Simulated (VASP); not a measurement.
# GaP (F-43m) in VASP: settings compared, part 2 of 2

VASP 6.6.1. Earlier steps stand in the parts before.

### Step 5. Single point, r2SCANh

This run uses another cell than the first one, of 19.84 Å³/atom.

POSCAR reads:

```
GaP
1.0
    0.0000000000      2.7069591804      2.7069591804
    2.7069591804      0.0000000000      2.7069591804
    2.7069591804      2.7069591804      0.0000000000
Ga P
1 1
Direct
    0.0000000000      0.0000000000      0.0000000000
    0.7500000000      0.7500000000      0.7500000000
```

INCAR.step1 reads:

```
SYSTEM = GaP
PREC = Accurate
ENCUT = 520
EDIFF = 1E-5
ISMEAR = -1
SIGMA = 0.05
LREAL = .False.
LASPH = .True.
NELM = 80
ALGO = Normal
ISIF = 2
LWAVE = .True.
LCHARG = .False.
GGA = PE
NBANDS = 16
```

INCAR.step2 reads:

```
SYSTEM = GaP
PREC = Accurate
ENCUT = 520
EDIFF = 1E-7
ISMEAR = -1
SIGMA = 0.05
LREAL = .False.
LASPH = .True.
NELM = 80
ALGO = Normal
ISIF = 2
LWAVE = .False.
LCHARG = .False.
METAGGA = R2SCAN
LHFCALC = .True.
AEXX = 0.1
LMIXTAU = .True.
PRECFOCK = Normal
ISTART = 1
NBANDS = 16
```

KPOINTS reads:

```
regular mesh
0
Gamma
  4 4 4
  0 0 0
```

Potentials or basis: VASP PAW PBE potentials, release 64 (Ga_d, P).

Started as:

```sh
$ cat potpaw_PBE.64/Ga_d/POTCAR potpaw_PBE.64/P/POTCAR > POTCAR
$ cp INCAR.step1 INCAR
$ mpirun -np 1 vasp_std > vasp.out
$ cp INCAR.step2 INCAR
$ mpirun -np 1 vasp_std > vasp.out
```

OUTCAR:

```text
SYSTEM = GaP
   PREC = Accurate
   ENCUT = 520
   EDIFF = 1E-7
   ISMEAR = -1
   LREAL = .False.
   LASPH = .True.
   NELM = 80
   ISIF = 2
   METAGGA = R2SCAN
   LHFCALC = .True.
   AEXX = 0.1
   PRECFOCK = Normal
   ISTART = 1

 ion  position               nearest neighbor table
   1  0.000  0.000  0.000-   2 2.34   2 2.34   2 2.34   2 2.34
   2  0.750  0.750  0.750-   1 2.34   1 2.34   1 2.34   1 2.34

  LATTYP: Found a face centered cubic cell.
 ALAT       =     5.4139183608

  Lattice vectors:

 A1 = (   0.0000000000,   2.7069591804,   2.7069591804)
 A2 = (   2.7069591804,   0.0000000000,   2.7069591804)
 A3 = (   2.7069591804,   2.7069591804,   0.0000000000)

Analysis of symmetry for initial positions (statically):
=====================================================================
 Subroutine PRICEL returns:
 Original cell was already a primitive cell.

 Routine SETGRP: Setting up the symmetry group for a
 face centered cubic supercell.

 Subroutine GETGRP returns: Found 24 space group operations
 (whereof 24 operations were pure point group operations)
 out of a pool of 48 trial point group operations.

The static configuration has the point symmetry T_d .

Analysis of symmetry for dynamics (positions and initial velocities):
=====================================================================
 Subroutine PRICEL returns:
 Original cell was already a primitive cell.

 Routine SETGRP: Setting up the symmetry group for a
 face centered cubic supercell.

 Subroutine GETGRP returns: Found 24 space group operations
 (whereof 24 operations were pure point group operations)
 out of a pool of 48 trial point group operations.

The dynamic configuration has the point symmetry T_d .

 Subroutine INISYM returns: Found 24 space group operations
 (whereof 24 operations are pure point group operations),
 and found     1 'primitive' translations

[... 103 lines left out ...]
   LHFCALC =     T    Hartree Fock is set to
   PRECFOCK=normal    Normal, Fast or Accurate (Low or Medium for compatibility)
   ENCUT4O =  -1.0   cutoff for four orbital integrals eV
   NKREDX  =     1    reduce k-point grid by
   NKREDY  =     1    reduce k-point grid by
   NKREDZ  =     1    reduce k-point grid by
   AEXX    =    0.1000 exact exchange contribution
   HFSCREEN=    0.0000 screening length (either q_TF or 0.3 A-1)
   HFSCREENC=   0.0000 screening length for correlation (either q_TF or 0.3 A-1)
   ENCUTFOCK=  -1.0 apply spherical cutoff to Coloumb kernel
   IVDW    =     0    specifies the selected vdW correction
   LEPSILON=     F    determine dielectric tensor
   LRPA    =     F    only Hartree local field effects (RPA)
 non-spin polarized calculation
  energy-cutoff  :      520.00
  volume of cell :       39.67
 maximum number of plane-waves:      1090
  NGX = 24; NGY = 24; NGZ = 24

 number of electron      18.0000008 magnetization

 Free energy of the ion-electron system (eV)
  ---------------------------------------------------
  ext. energy  EPLUGINS =         0.00000000
  ---------------------------------------------------
  free energy    TOTEN  =       -21.18286472 eV

  energy without entropy =      -21.18286472  energy(sigma->0) =      -21.18286472

 E-fermi :   5.4532     XC(G=0):  -9.6902

 val. band max:        4.4124879056   @ k =   0.0000   0.0000   0.0000
 cond. band min:       6.7692425440   @ k =   0.5000   0.5000   0.0000
 fundamental gap:      2.3567546384
 Fermi energy:         5.4531980972

 k-point     1 :       0.0000    0.0000    0.0000
  band No.  band energies     occupation
      1     -11.6192      2.00000
      2     -11.6192      2.00000
      3     -11.6192      2.00000
      4     -11.5015      2.00000
      5     -11.5015      2.00000
      6      -9.2263      2.00000
[... 129 lines left out ...]
      3     -11.5528      2.00000
      4     -11.5189      2.00000
      5     -11.4920      2.00000
      6      -5.8428      2.00000
[... 8 lines left out ...]
     15      17.8466      0.00000
     16      19.8653      0.00000

------------------------ aborting loop because EDIFF is reached ----------------------------------------

  FORCE on cell =-STRESS in cart. coord.  units (eV):
  Direction    XX          YY          ZZ          XY          YZ          ZX
  --------------------------------------------------------------------------------------
  -------------------------------------------------------------------------------------
  Total        0.4696613      0.4696613      0.4696613      0.0000000      0.0000000      0.0000000
  in kB       18.9679445     18.9679445     18.9679445      0.0000000      0.0000000      0.0000000
  external PRESSURE =      18.9679445 kB  Pullay stress =       0.0000000 kB

 VOLUME and BASIS-vectors are now :
 -----------------------------------------------------------------------------
  energy-cutoff  :      520.00
  volume of cell :       39.67
      direct lattice vectors                 reciprocal lattice vectors
     0.000000000  2.706959180  2.706959180    -0.184709102  0.184709102  0.184709102
     2.706959180  0.000000000  2.706959180     0.184709102 -0.184709102  0.184709102
     2.706959180  2.706959180  0.000000000     0.184709102  0.184709102 -0.184709102

 POSITION                                       TOTAL-FORCE (eV/Angst)
 -----------------------------------------------------------------------------------
      0.00000      0.00000      0.00000         0.000000     -0.000000      0.000000
      4.06044      4.06044      4.06044        -0.000000      0.000000     -0.000000
 -----------------------------------------------------------------------------------
    total drift:                               -0.000159     -0.000039     -0.000077

  FREE ENERGIE OF THE ION-ELECTRON SYSTEM (eV)
  ---------------------------------------------------
  free  energy   TOTEN  =       -21.1828647242 eV

  energy  without entropy=      -21.1828647241  energy(sigma->0) =      -21.18286472
```

OSZICAR.step1:

```text
N       E                     dE             d eps       ncg     rms          rms(c)
DAV:   1     0.875882962200E+02    0.87588E+02   -0.88074E+03   264   0.170E+03
DAV:   2    -0.219088739421E+01   -0.89779E+02   -0.85930E+02   272   0.324E+02
DAV:   3    -0.916195195760E+01   -0.69711E+01   -0.69530E+01   360   0.697E+01
DAV:   4    -0.925915685126E+01   -0.97205E-01   -0.97178E-01   288   0.862E+00
DAV:   5    -0.926129034323E+01   -0.21335E-02   -0.21334E-02   352   0.121E+00    0.438E+00
DAV:   6    -0.898747320538E+01    0.27382E+00   -0.40359E-01   400   0.111E+01    0.293E+00
DAV:   7    -0.895513339257E+01    0.32340E-01   -0.10955E-01   352   0.224E+00    0.118E+00
DAV:   8    -0.895603942925E+01   -0.90604E-03   -0.15832E-02   280   0.151E+00    0.222E-01
DAV:   9    -0.895655722252E+01   -0.51779E-03   -0.15251E-03   304   0.539E-01    0.787E-02
DAV:  10    -0.895664365837E+01   -0.86436E-04   -0.12756E-04   384   0.126E-01    0.382E-02
DAV:  11    -0.895672775929E+01   -0.84101E-04   -0.11080E-04   288   0.851E-02    0.502E-03
DAV:  12    -0.895672750836E+01    0.25093E-06   -0.26161E-06   208   0.214E-02
   1 F= -.89567275E+01 E0= -.89567275E+01  d E =-.219492E-07
```

Wall time 18 min (1 thread of AMD EPYC 7R43 (Zen 3), shared host); peak memory 0.14 GiB.

What came out:

| Quantity | Value |
| --- | --- |
| Free energy | -21.1829 eV |
| Pressure | 1.9 GPa |
| Band gap on the k mesh | 2.36 eV (least direct gap 3.12 eV) |

Caveat: the k points lie up to 0.50 Å⁻¹ apart; the PAW data sets were made with another functional, which shifts forces and pressure a little.

### Step 6. Single point, r2SCANh

POSCAR reads:

```
GaP
1.0
    0.0000000000      2.7252500000      2.7252500000
    2.7252500000      0.0000000000      2.7252500000
    2.7252500000      2.7252500000      0.0000000000
Ga P
1 1
Direct
    0.0000000000      0.0000000000      0.0000000000
    0.7500000000      0.7500000000      0.7500000000
```

INCAR.step1 reads:

```
SYSTEM = GaP
PREC = Accurate
ENCUT = 520
EDIFF = 1E-5
ISMEAR = -1
SIGMA = 0.05
LREAL = .False.
LASPH = .True.
NELM = 100
ALGO = Normal
ISIF = 2
LWAVE = .True.
NBANDS = 16
GGA = PE
```

INCAR.step2 reads:

```
SYSTEM = GaP
PREC = Accurate
ENCUT = 520
EDIFF = 1E-6
ISMEAR = -1
SIGMA = 0.05
LREAL = .False.
LASPH = .True.
NELM = 100
ALGO = Normal
ISIF = 2
LWAVE = .False.
LCHARG = .True.
METAGGA = R2SCAN
LHFCALC = .True.
AEXX = 0.1
LMIXTAU = .True.
PRECFOCK = Normal
LELF = .True.
LVHAR = .True.
NBANDS = 16
ISTART = 1
```

KPOINTS reads:

```
Automatic mesh
0
Gamma
  4 4 4
  0 0 0
```

Potentials or basis: VASP PAW PBE potentials, release 64 (Ga_d, P).

Started as:

```sh
$ cat potpaw_PBE.64/Ga_d/POTCAR potpaw_PBE.64/P/POTCAR > POTCAR
$ cp INCAR.step1 INCAR
$ mpirun -np 1 vasp_std > vasp.out
$ cp INCAR.step2 INCAR
$ mpirun -np 1 vasp_std > vasp.out
```

OUTCAR:

```text
SYSTEM = GaP
   PREC = Accurate
   ENCUT = 520
   EDIFF = 1E-6
   ISMEAR = -1
   LREAL = .False.
   LASPH = .True.
   NELM = 100
   ISIF = 2
   METAGGA = R2SCAN
   LHFCALC = .True.
   AEXX = 0.1
   PRECFOCK = Normal
   ISTART = 1

 ion  position               nearest neighbor table
   1  0.000  0.000  0.000-   2 2.36   2 2.36   2 2.36   2 2.36
   2  0.750  0.750  0.750-   1 2.36   1 2.36   1 2.36   1 2.36

  LATTYP: Found a face centered cubic cell.
 ALAT       =     5.4505000000

[... 329 lines left out ...]

------------------------ aborting loop because EDIFF is reached ----------------------------------------

  FORCE on cell =-STRESS in cart. coord.  units (eV):
  Direction    XX          YY          ZZ          XY          YZ          ZX
  --------------------------------------------------------------------------------------
  -------------------------------------------------------------------------------------
  Total        0.0016841      0.0016841      0.0016841     -0.0000000     -0.0000000      0.0000000
  in kB        0.0666528      0.0666528      0.0666528     -0.0000000     -0.0000000      0.0000000
  external PRESSURE =       0.0666528 kB  Pullay stress =       0.0000000 kB

 VOLUME and BASIS-vectors are now :
 -----------------------------------------------------------------------------
  energy-cutoff  :      520.00
  volume of cell :       40.48
      direct lattice vectors                 reciprocal lattice vectors
     0.000000000  2.725250000  2.725250000    -0.183469406  0.183469406  0.183469406
     2.725250000  0.000000000  2.725250000     0.183469406 -0.183469406  0.183469406
     2.725250000  2.725250000  0.000000000     0.183469406  0.183469406 -0.183469406

 POSITION                                       TOTAL-FORCE (eV/Angst)
 -----------------------------------------------------------------------------------
      0.00000      0.00000      0.00000         0.000000      0.000000      0.000000
      4.08788      4.08788      4.08788        -0.000000     -0.000000     -0.000000
 -----------------------------------------------------------------------------------
    total drift:                               -0.000117     -0.000023     -0.000054

  FREE ENERGIE OF THE ION-ELECTRON SYSTEM (eV)
  ---------------------------------------------------
  free  energy   TOTEN  =       -21.1876856520 eV

  energy  without entropy=      -21.1876856519  energy(sigma->0) =      -21.18768565
```

OUTCAR.step1:

```text
SYSTEM = GaP
   PREC = Accurate
   ENCUT = 520
   EDIFF = 1E-5
   ISMEAR = -1
   LREAL = .False.
[... 355 lines left out ...]
      0.00000      0.00000      0.00000         0.000000      0.000000      0.000000
      4.08788      4.08788      4.08788        -0.000000     -0.000000     -0.000000
 -----------------------------------------------------------------------------------
    total drift:                               -0.000002     -0.000002     -0.000002

  FREE ENERGIE OF THE ION-ELECTRON SYSTEM (eV)
  ---------------------------------------------------
  free  energy   TOTEN  =        -8.9760784816 eV

  energy  without entropy=       -8.9760784629  energy(sigma->0) =       -8.97607847
```

OSZICAR.step1:

```text
N       E                     dE             d eps       ncg     rms          rms(c)
DAV:   1     0.746623470707E+02    0.74662E+02   -0.88761E+03   264   0.159E+03
DAV:   2    -0.379248603745E+01   -0.78455E+02   -0.75262E+02   312   0.292E+02
DAV:   3    -0.919375142926E+01   -0.54013E+01   -0.53878E+01   304   0.618E+01
DAV:   4    -0.927270551686E+01   -0.78954E-01   -0.78877E-01   336   0.817E+00
DAV:   5    -0.927427798814E+01   -0.15725E-02   -0.15724E-02   296   0.102E+00    0.428E+00
DAV:   6    -0.900494070324E+01    0.26934E+00   -0.40226E-01   400   0.108E+01    0.286E+00
DAV:   7    -0.897443237716E+01    0.30508E-01   -0.10543E-01   336   0.217E+00    0.115E+00
DAV:   8    -0.897536494345E+01   -0.93257E-03   -0.15590E-02   312   0.149E+00    0.209E-01
DAV:   9    -0.897590317349E+01   -0.53823E-03   -0.15345E-03   320   0.540E-01    0.836E-02
DAV:  10    -0.897599284031E+01   -0.89667E-04   -0.12567E-04   368   0.122E-01    0.412E-02
DAV:  11    -0.897607878786E+01   -0.85948E-04   -0.11483E-04   304   0.892E-02    0.492E-03
DAV:  12    -0.897607848163E+01    0.30623E-06   -0.28060E-06   208   0.227E-02
   1 F= -.89760785E+01 E0= -.89760785E+01  d E =-.187338E-07
```

Wall time 13 min (1 thread of AMD EPYC 7R43 (Zen 3), shared host); peak memory 0.14 GiB.

What came out:

- Free energy: -21.1877 eV
- Pressure: 0.0 GPa
- Band gap on the k mesh: 2.40 eV (least direct gap 2.94 eV)

Levels at points of the mesh, in eV from the valence-band top:
| k point | band 7 | band 8 | band 9 | band 10 | band 11 | band 12 |
| --- | --- | --- | --- | --- | --- | --- |
| (0.00, 0.00, 0.00) | 0.00 | 0.00 | 0.00 | 2.94 | 4.77 | 4.77 |
| (0.50, 0.00, 0.00) | -7.09 | -1.21 | -1.21 | 2.60 | 5.64 | 5.64 |
| (0.50, 0.50, 0.00) | -7.19 | -2.90 | -2.90 | 2.40 | 2.63 | 12.12 |

Caveat: the k points lie up to 0.50 Å⁻¹ apart; the PAW data sets were made with another functional, which shifts forces and pressure a little.

### Step 7. Summary

```csv
task,level,cell,k mesh,cutoff (eV),grid for exact exchange (PRECFOCK),share of exact exchange,gap on the mesh (eV),pressure (GPa)
relaxation of cell and atoms,r2SCAN,"relaxed from a = 3.854 Å, angles 60.0°, 2 atoms",8 × 8 × 8,600,-,-,1.90,0.0
single point,r2SCANh,"a = 3.775 Å, angles 60.0°, 2 atoms",4 × 4 × 4,520,Normal,0.1,2.27,6.5
single point,r2SCANh,"a = 3.802 Å, angles 60.0°, 2 atoms",4 × 4 × 4,520,Normal,0.1,2.31,4.1
single point,r2SCANh,"a = 3.828 Å, angles 60.0°, 2 atoms",4 × 4 × 4,520,Normal,0.1,2.36,1.9
single point,r2SCANh,"a = 3.854 Å, angles 60.0°, 2 atoms",4 × 4 × 4,520,Normal,0.1,2.40,0.0
```

Alike in all rows: potentials or basis VASP PAW PBE potentials, release 64 (Ga_d, P); no spin polarisation; smearing fermi-dirac 0.05 eV.

Caveats: some runs use coarse meshes; the PAW data sets were made with another functional, which shifts forces and pressure a little; the relaxation stopped at its first step, so nothing moved (at least some runs).

Absolute energies hang on the potentials; compare differences alone.
